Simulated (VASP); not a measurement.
Runs of VASP 6.6.1 on SnTe (rocksalt type). The structure is that of space group Fm-3m (No. 225), or close to it. The cells are those of the table. 

```csv
task,cell,k mesh,cutoff (eV),pressure (GPa)
relaxation of cell and atoms,"relaxed from a = 4.089 Å, angles 60.0°, 2 atoms",12 × 12 × 12,600,0.0
single point,"a = 4.171 Å, angles 60.0°, 2 atoms",13 × 13 × 13,520,17.4
single point,"a = 4.176 Å, angles 60.0°, 2 atoms",13 × 13 × 13,520,(a)
single point,"a = 4.531 Å, angles 60.0°, 2 atoms",12 × 12 × 12,520,0.0
```

Alike in all rows: level PBE; potentials or basis VASP PAW PBE potentials, release 64 (Sn_d, Te); no spin polarisation; smearing fermi-dirac 0.1 eV.

Estimate the missing entries.

(a) 17.0.
